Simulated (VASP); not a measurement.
# Si31O (a cell with a defect) in VASP: relaxation of the atoms with PBE

Aim: the relaxation of the atoms of Si31O (a cell with a defect) with PBE.

Program: VASP 6.6.1. These are calculated values, not measurements. Logs are shortened: lines on timing, memory, paths and dates and some standing lists are left out, and cuts for length are marked.

### Step 1. The cell of the first run

The cell holds a defect, 32 atoms: a = 7.590 Å, b = 7.590 Å, c = 12.710 Å, α = 90.00°, β = 90.00°, γ = 120.00°.

### Step 2. Relaxation of the atoms, PBE, collinear spin

INCAR

```
SYSTEM = Si31O
PREC = Accurate
ENCUT = 520
EDIFF = 1E-7
ISMEAR = 0
SIGMA = 0.05
LREAL = Auto
LASPH = .True.
NELM = 150
ALGO = Normal
ISIF = 2
LWAVE = .False.
LCHARG = .False.
ISPIN = 2
MAGMOM = 0.5 0 0 0 0 0 0 0 0 0 0 0 0.5 0 0 0 0.5 0.5 0 0.5 0 0 0 0 0 0 0 0 0 0 0 0
LORBIT = 11
GGA = PE
IBRION = 2
NSW = 50
EDIFFG = -0.05
KPAR = 2
NCORE = 2
```

KPOINTS

```
Automatic mesh
0
Gamma
  3 3 1
  0 0 0
```

POSCAR

```
Si31O
1.0
    7.5896000000      0.0000000000      0.0000000000
   -3.7948000000      6.5727860000      0.0000000000
    0.0000000000      0.0000000000     12.7099000000
O Si
1 31
Direct
   -0.0051308317      0.0051784068      0.4103476508
    0.0000000000      0.5000000000      0.4062000000
    0.5000000000      0.0000000000      0.4062000000
    0.5000000000      0.5000000000      0.4062000000
    0.0000000000      0.0000000000      0.9062000000
    0.0000000000      0.5000000000      0.9062000000
    0.5000000000      0.0000000000      0.9062000000
    0.5000000000      0.5000000000      0.9062000000
    0.0000000000      0.0000000000      0.0938000000
    0.0000000000      0.5000000000      0.0938000000
    0.5000000000      0.0000000000      0.0938000000
    0.5000000000      0.5000000000      0.0938000000
   -0.0046589233     -0.0091463039      0.5909425094
    0.0000000000      0.5000000000      0.5938000000
    0.5000000000      0.0000000000      0.5938000000
    0.5000000000      0.5000000000      0.5938000000
    0.1713029088      0.3367989852      0.3414192534
    0.1662377834      0.8303845997      0.3459526116
    0.6666670000      0.3333330000      0.3437000000
    0.6668122276      0.8341245423      0.3453423836
    0.3333330000      0.1666670000      0.8437000000
    0.3333330000      0.6666670000      0.8437000000
    0.8333330000      0.1666670000      0.8437000000
    0.8333330000      0.6666670000      0.8437000000
    0.1666670000      0.3333330000      0.1563000000
    0.1666670000      0.8333330000      0.1563000000
    0.6666670000      0.3333330000      0.1563000000
    0.6666670000      0.8333330000      0.1563000000
    0.3333330000      0.1666670000      0.6563000000
    0.3333330000      0.6666670000      0.6563000000
    0.8333330000      0.1666670000      0.6563000000
    0.8333330000      0.6666670000      0.6563000000
```

Potentials or basis: VASP PAW PBE potentials, release 64 (O, Si).

Run with:

```sh
cat potpaw_PBE.64/O/POTCAR potpaw_PBE.64/Si/POTCAR > POTCAR
mpirun -np 8 vasp_std > vasp.out
```

OUTCAR:

```text
SYSTEM = Si31O
   PREC = Accurate
   ENCUT = 520
   EDIFF = 1E-7
   ISMEAR = 0
   LREAL = Auto
   LASPH = .True.
   NELM = 150
   ISIF = 2
   ISPIN = 2
   LORBIT = 11
   GGA = PE
   IBRION = 2
   NSW = 50
   EDIFFG = -0.05

 ion  position               nearest neighbor table
   1  0.995  0.005  0.410-  13 2.30  20 2.31  17 2.35  18 2.42
   2  0.000  0.500  0.406-  18 2.30  19 2.33  17 2.35  14 2.38
   3  0.500  0.000  0.406-  20 2.32  18 2.32  19 2.33  15 2.38
   4  0.500  0.500  0.406-  17 2.31  20 2.33  19 2.33  16 2.38
   5  0.000  0.000  0.906-  24 2.33  21 2.33  23 2.33   9 2.38
   6  0.000  0.500  0.906-  23 2.33  22 2.33  24 2.33  10 2.38
[... 24 lines left out ...]
  31  0.833  0.167  0.656-  14 2.33  15 2.33  13 2.37  23 2.38
  32  0.833  0.667  0.656-  13 2.29  16 2.33  14 2.33  24 2.38

  LATTYP: Found a hexagonal cell.
 ALAT       =     7.5896000000
 C/A-ratio  =     1.6746468852

  Lattice vectors:

 A1 = (   7.5896000000,   0.0000000000,   0.0000000000)
 A2 = (  -3.7948000000,   6.5727860000,   0.0000000000)
 A3 = (   0.0000000000,   0.0000000000,  12.7099000000)

Analysis of symmetry for initial positions (statically):
=====================================================================
 Subroutine PRICEL returns:
 Original cell was already a primitive cell.

 Routine SETGRP: Setting up the symmetry group for a
 hexagonal supercell.

 Subroutine GETGRP returns: Found  1 space group operations
 (whereof  1 operations were pure point group operations)
 out of a pool of 24 trial point group operations.

The static configuration has the point symmetry C_1 .

Analysis of symmetry for dynamics (positions and initial velocities):
=====================================================================
 Subroutine PRICEL returns:
 Original cell was already a primitive cell.

 Routine SETGRP: Setting up the symmetry group for a
 hexagonal supercell.

 Subroutine GETGRP returns: Found  1 space group operations
 (whereof  1 operations were pure point group operations)
 out of a pool of 24 trial point group operations.

The dynamic configuration has the point symmetry C_1 .

Analysis of structural, dynamic, and magnetic symmetry:
=====================================================================
 Subroutine PRICEL returns:
 Original cell was already a primitive cell.

 Routine SETGRP: Setting up the symmetry group for a
 hexagonal supercell.

 Subroutine GETGRP returns: Found  1 space group operations
 (whereof  1 operations were pure point group operations)
 out of a pool of 24 trial point group operations.

The overall configuration has the point symmetry C_1 .

 Subroutine INISYM returns: Found  1 space group operations
 (whereof  1 operations are pure point group operations),
 and found     1 'primitive' translations

----------------------------------------------------------------------------------------

                                     Primitive cell

  volume of cell :     634.0310

  direct lattice vectors                    reciprocal lattice vectors
     7.589600000  0.000000000  0.000000000     0.131759249  0.076071243  0.000000000
    -3.794800000  6.572786000  0.000000000     0.000000000  0.152142486  0.000000000
     0.000000000  0.000000000 12.709900000     0.000000000  0.000000000  0.078678825

  length of vectors
     7.589600000  7.589599650 12.709900000     0.152142479  0.152142486  0.078678825

  position of ions in fractional coordinates (direct lattice)
     0.994869168  0.005178407  0.410347651
     0.000000000  0.500000000  0.406200000
     0.500000000  0.000000000  0.406200000
     0.500000000  0.500000000  0.406200000
     0.000000000  0.000000000  0.906200000
     0.000000000  0.500000000  0.906200000
[... 24 lines left out ...]
     0.833333000  0.166667000  0.656300000
     0.833333000  0.666667000  0.656300000

  ion indices of the primitive-cell ions
   primitive index   ion index
                 1           1
                 2           2
                 3           3
                 4           4
                 5           5
                 6           6
[... 60 lines left out ...]
   k-points           NKPTS =      5   k-points in BZ     NKDIM =      5   number of bands    NBANDS=     84
   number of dos      NEDOS =    301   number of ions     NIONS =     32
   total plane-waves  NPLWV = 301056
   dimension x,y,z NGX =    56 NGY =   56 NGZ =   96
   dimension x,y,z NGXF=   112 NGYF=  112 NGZF=  192
   ions per type =               1  31
   NGX,Y,Z   is equivalent  to a cutoff of  12.27, 12.27, 12.56 a.u.
   NGXF,Y,Z  is equivalent  to a cutoff of  24.53, 24.53, 25.11 a.u.
 SYSTEM =  Si31O
   PREC   = accura    normal or accurate (medium, high low for compatibility)
   ISTART =      0    job   : 0-new  1-cont  2-samecut
   ICHARG =      2    charge: 1-file 2-atom 10-const
   ISPIN  =      2    spin polarized calculation?
   LNONCOLLINEAR =      F non collinear calculations
   LSORBIT =      F    spin-orbit coupling
   LASPH  =      T    aspherical Exc in radial PAW
   ENCUT  =  520.0 eV  38.22 Ry    6.18 a.u.  14.11 14.11 23.63*2*pi/ulx,y,z
   NELM   =    150;   NELMIN=  2; NELMDL= -5     # of ELM steps
   EDIFF  = 0.1E-06   stopping-criterion for ELM
   LREAL  =      T    real-space projection
   EDIFFG = -.5E-01   stopping-criterion for IOM
   NSW    =     50    number of steps for IOM
   IBRION =      2    ionic relax: 0-MD 1-quasi-New 2-CG
   NFREE  =      1    steps in history (QN), initial steepest desc. (CG)
   ISIF   =      2    stress and relaxation
   ISYM   =      2    0-nonsym 1-usesym 2-fastsym
   POTIM  = 0.5000    time-step for ionic-motion
   TEBEG  =    0.0;   TEEND  =   0.0 temperature during run
   PSTRESS=    0.0 pullay stress
   NELECT =     130.0000    total number of electrons
   NUPDOWN=      -1.0000    fix difference up-down
   EMIN   =  10.00;   EMAX   =-10.00  energy-range for DOS
   EFERMI =   0.00;   METHOD = LEGACY
   ISMEAR =     0;   SIGMA  =   0.05  broadening in eV -4-tet -1-fermi 0-gaus
   EFERMI_NEDOS =   21; number of points for ismear=-14 and -15
   IALGO  =     38    algorithm
   IMIX   =      4    mixing-type and parameters
     AMIX     =   0.40;   BMIX     =  1.00
     AMIX_MAG =   1.60;   BMIX_MAG =  1.00
  volume/ion in A,a.u.               =      19.81       133.71
  Fermi-wavevector in a.u.,A,eV,Ry     =   0.965352  1.824251 12.679335  0.931905
  Thomas-Fermi vector in A             =   2.095062
   LORBIT       =     11    0 simple, 1 ext, 2 COOP (PROOUT), +10 PAW based schemes
   GGA     = PE    functional components
   LHFCALC =     F    Hartree Fock is set to
   AEXX    =    0.0000 exact exchange contribution
   IVDW    =     0    specifies the selected vdW correction
   LEPSILON=     F    determine dielectric tensor
   LRPA    =     F    only Hartree local field effects (RPA)
 conjugate gradient relaxation of ions
 spin polarized calculation
 Gauss-broadening in eV      SIGMA  =   0.05
  energy-cutoff  :      520.00
  volume of cell :      634.03
 maximum number of plane-waves:     17112
   NGX = 29   NGY = 29   NGZ = 47

--------------------------------------- Ionic step        1  -------------------------------------------

 number of electron     130.0000002 magnetization       0.0005486

 Free energy of the ion-electron system (eV)
  ---------------------------------------------------
  ext. energy  EPLUGINS =         0.00000000
  ---------------------------------------------------
  free energy    TOTEN  =      -172.21060422 eV

  energy without entropy =     -172.20304165  energy(sigma->0) =     -172.20682294

------------------------ aborting loop because EDIFF is reached ----------------------------------------

  FORCE on cell =-STRESS in cart. coord.  units (eV):
  Direction    XX          YY          ZZ          XY          YZ          ZX
  --------------------------------------------------------------------------------------
  -------------------------------------------------------------------------------------
  Total       10.7005034     11.9790547     -9.8746872     -0.1810589     -0.7037877     -0.1770276
  in kB       27.0398500     30.2707105    -24.9530374     -0.4575303     -1.7784503     -0.4473435
  external PRESSURE =      10.7858410 kB  Pullay stress =       0.0000000 kB
[... 181 lines left out ...]
  FREE ENERGIE OF THE ION-ELECTRON SYSTEM (eV)
  ---------------------------------------------------
  free  energy   TOTEN  =      -172.5483079995 eV

  energy  without entropy=     -172.5465293186  energy(sigma->0) =     -172.54741866

[... ionic steps 4 to 35 ...]

--------------------------------------- Ionic step       36  -------------------------------------------

 number of electron     129.9999999 magnetization      -0.0000000

 number of electron     129.9999999 magnetization       0.0000000
[... 131 lines left out ...]
--------------------------------------- Ionic step       38  -------------------------------------------

 number of electron     129.9999998 magnetization      -0.0000000

 Free energy of the ion-electron system (eV)
  ---------------------------------------------------
  ext. energy  EPLUGINS =         0.00000000
  ---------------------------------------------------
  free energy    TOTEN  =      -174.08386944 eV

  energy without entropy =     -174.08386944  energy(sigma->0) =     -174.08386944

 E-fermi :   6.0170     XC(G=0):  -9.3619

 val. band max:        5.7612686477   @ k =   0.0000   0.0000   0.0000
 cond. band min:       6.3594292269   @ k =   0.0000   0.0000   0.0000
 fundamental gap:      0.5981605792
 Fermi energy:         6.0169986755

 spin component 1

 k-point     1 :       0.0000    0.0000    0.0000
  band No.  band energies     occupation
      1     -14.4769      1.00000
      2      -6.2679      1.00000
      3      -5.6227      1.00000
      4      -5.4602      1.00000
      5      -4.3595      1.00000
      6      -4.1365      1.00000
[... 389 lines left out ...]
     76       8.3843      0.00000
     77       8.5723      0.00000
 Fermi energy:         6.0169986755

 spin component 2

 k-point     1 :       0.0000    0.0000    0.0000
  band No.  band energies     occupation
      1     -14.4769      1.00000
      2      -6.2679      1.00000
      3      -5.6227      1.00000
      4      -5.4602      1.00000
      5      -4.3595      1.00000
      6      -4.1365      1.00000
[... 389 lines left out ...]
     76       8.3843      0.00000
     77       8.5723      0.00000
 [bands above 77 left out]

------------------------ aborting loop because EDIFF is reached ----------------------------------------

  FORCE on cell =-STRESS in cart. coord.  units (eV):
  Direction    XX          YY          ZZ          XY          YZ          ZX
  --------------------------------------------------------------------------------------
  -------------------------------------------------------------------------------------
  Total       14.0585504     14.1710773     -3.5573400     -0.0020950     -2.7440277     -4.8201167
  in kB       35.5255337     35.8098859     -8.9892912     -0.0052941     -6.9340754    -12.1802898
  external PRESSURE =      20.7820428 kB  Pullay stress =       0.0000000 kB
[... 47 lines left out ...]
  FREE ENERGIE OF THE ION-ELECTRON SYSTEM (eV)
  ---------------------------------------------------
  free  energy   TOTEN  =      -174.0838694351 eV

  energy  without entropy=     -174.0838694351  energy(sigma->0) =     -174.08386944

 reached required accuracy - stopping structural energy minimisation

 total charge

# of ion       s       p       d       tot
------------------------------------------
    1        1.559   3.552   0.000   5.111
    2        0.753   0.951   0.000   1.704
    3        0.748   0.958   0.000   1.706
    4        0.748   0.958   0.000   1.706
    5        0.749   0.948   0.000   1.697
    6        0.750   0.956   0.000   1.706
[... 24 lines left out ...]
   31        0.751   0.958   0.000   1.709
   32        0.751   0.957   0.000   1.708
--------------------------------------------------
tot         24.806  32.716   0.000  57.522

 magnetization (x)

# of ion       s       p       d       tot
------------------------------------------
    1        0.000   0.000   0.000   0.000
    2        0.000   0.000   0.000   0.000
    3       -0.000   0.000   0.000  -0.000
    4        0.000   0.000   0.000   0.000
    5       -0.000   0.000   0.000   0.000
    6        0.000   0.000   0.000   0.000
[... 24 lines left out ...]
   31        0.000   0.000   0.000   0.000
   32        0.000   0.000   0.000   0.000
--------------------------------------------------
tot          0.000   0.000   0.000   0.000
```

Run time: 36 min. Hardware: 8 MPI ranks of AMD EPYC 9R45 (Zen 5), shared host; peak memory 0.41 GiB.

What came out:

| Item | Value |
| --- | --- |
| Free energy | -174.0839 eV |
| Energy gained by relaxing | 58.5 meV/atom |
| Ionic steps | 38 |
| Pressure after relaxing | 2.1 GPa |
| Largest force after relaxing | 0.044 eV/Å |
| Band gap on the k mesh | 0.60 eV |
| Net moment | 0.00 μB per cell |
| Valence electrons inside the program's atomic spheres | O 5.11; Si 1.70, 1.71, 1.69, 1.62, 1.60, 1.67, 1.65, 1.68 (each value once) |

Forces on the atoms (eV/Å):
```
O   -0.023 -0.023 -0.009
Si   0.023  0.003  0.024
Si   0.012  0.024  0.020
Si   0.007 -0.006  0.018
Si   0.005 -0.016  0.022
Si  -0.014  0.004 -0.020
Si   0.002 -0.003  0.002
Si   0.002  0.012  0.009
Si  -0.025 -0.012  0.006
Si  -0.025  0.008  0.006
Si   0.014 -0.011  0.011
Si   0.001  0.016 -0.015
Si   0.033 -0.007  0.018
Si  -0.035 -0.007 -0.011
Si   0.008 -0.008 -0.016
Si  -0.009  0.015 -0.016
Si  -0.021  0.034 -0.019
Si   0.007 -0.017 -0.024
Si   0.006  0.000 -0.006
Si   0.020  0.018  0.026
Si   0.003 -0.005 -0.021
Si   0.000 -0.008 -0.006
Si  -0.013  0.000 -0.007
Si  -0.008  0.003 -0.021
Si   0.010  0.028  0.023
Si   0.022  0.000  0.013
Si  -0.003  0.002  0.001
Si   0.001  0.005 -0.036
Si   0.015 -0.010  0.000
Si  -0.014 -0.017  0.001
Si  -0.005 -0.012  0.010
Si   0.007 -0.011  0.018
```

Step by step:
```tsv
step	energy change (eV)	largest force (eV/Å)	pressure (GPa)
1	0.0000	1.5362	1.08
2	-0.3074	0.8615	0.74
3	-0.3377	0.8297	0.63
4	-0.4960	0.5054	0.44
5	-0.5323	0.3748	0.32
6	-0.5816	0.4475	0.27
7	-0.6026	0.5814	0.24
8	-0.6392	0.6647	0.25
9	-0.7309	0.6875	0.36
10	-0.5604	2.8928	0.95
11	-0.7464	0.6688	0.42
12	-0.8213	0.6795	0.54
13	-0.9343	1.2946	0.99
14	-1.0000	0.9456	1.09
15	-1.0486	0.9662	1.31
16	-1.1331	0.8454	1.36
17	-1.2613	0.6332	1.55
18	-1.2651	0.7654	1.59
19	-1.3743	0.7116	1.74
20	-1.4433	1.3128	2.01
21	-1.5173	0.8032	2.05
22	-1.5825	1.1153	2.19
23	-1.6612	0.7911	2.24
24	-1.6908	0.6369	2.31
25	-1.7372	0.4468	2.35
26	-1.7486	0.9371	2.39
27	-1.7809	0.5493	2.38
28	-1.8058	0.4123	2.36
29	-1.8271	0.2697	2.34
30	-1.8427	0.2218	2.30
31	-1.8525	0.1566	2.26
32	-1.8579	0.1747	2.22
33	-1.8663	0.1077	2.15
34	-1.8689	0.1518	2.09
35	-1.8715	0.0564	2.09
36	-1.8716	0.0724	2.09
37	-1.8728	0.0539	2.08
38	-1.8733	0.0444	2.08
```

Final structure:
```yaml
crystal:
  lattice:
    - [7.58960, 0.00000, 0.00000]
    - [-3.79480, 6.57279, 0.00000]
    - [0.00000, 0.00000, 12.70990]
  atoms:
    - { symbol: O, position: [0.93333, 0.96744, 0.44356] }
    - { symbol: Si, position: [0.97507, 0.48753, 0.41590] }
    - { symbol: Si, position: [0.51013, 0.99968, 0.41007] }
    - { symbol: Si, position: [0.51115, 0.51062, 0.41007] }
    - { symbol: Si, position: [0.99952, 0.99976, 0.91130] }
    - { symbol: Si, position: [0.99524, 0.49706, 0.90008] }
    - { symbol: Si, position: [0.50099, 0.99994, 0.90636] }
    - { symbol: Si, position: [0.50090, 0.50131, 0.90668] }
    - { symbol: Si, position: [0.00857, 0.00327, 0.09782] }
    - { symbol: Si, position: [0.00113, 0.49912, 0.08396] }
    - { symbol: Si, position: [0.51330, 0.99874, 0.09313] }
    - { symbol: Si, position: [0.51321, 0.51360, 0.09365] }
    - { symbol: Si, position: [0.96680, 0.98514, 0.57634] }
    - { symbol: Si, position: [0.99209, 0.49730, 0.59820] }
    - { symbol: Si, position: [0.48505, 0.00015, 0.59325] }
    - { symbol: Si, position: [0.48600, 0.48706, 0.59328] }
    - { symbol: Si, position: [0.21420, 0.44290, 0.32565] }
    - { symbol: Si, position: [0.21499, 0.76901, 0.32491] }
    - { symbol: Si, position: [0.65488, 0.32706, 0.33942] }
    - { symbol: Si, position: [0.71497, 0.85762, 0.36998] }
    - { symbol: Si, position: [0.32771, 0.16421, 0.84206] }
    - { symbol: Si, position: [0.33265, 0.66647, 0.84249] }
    - { symbol: Si, position: [0.83236, 0.16084, 0.84046] }
    - { symbol: Si, position: [0.83248, 0.67108, 0.84092] }
    - { symbol: Si, position: [0.17600, 0.34363, 0.15029] }
    - { symbol: Si, position: [0.17606, 0.82996, 0.14976] }
    - { symbol: Si, position: [0.66998, 0.33438, 0.15318] }
    - { symbol: Si, position: [0.68425, 0.84178, 0.17382] }
    - { symbol: Si, position: [0.30109, 0.15180, 0.65128] }
    - { symbol: Si, position: [0.33003, 0.66571, 0.65534] }
    - { symbol: Si, position: [0.81992, 0.15981, 0.65471] }
    - { symbol: Si, position: [0.82053, 0.66338, 0.65498] }
```

Caveat: the k points lie up to 0.49 Å⁻¹ apart; the relaxation stopped at a loose force limit of 0.05 eV/Å, so its end isn't a converged minimum.
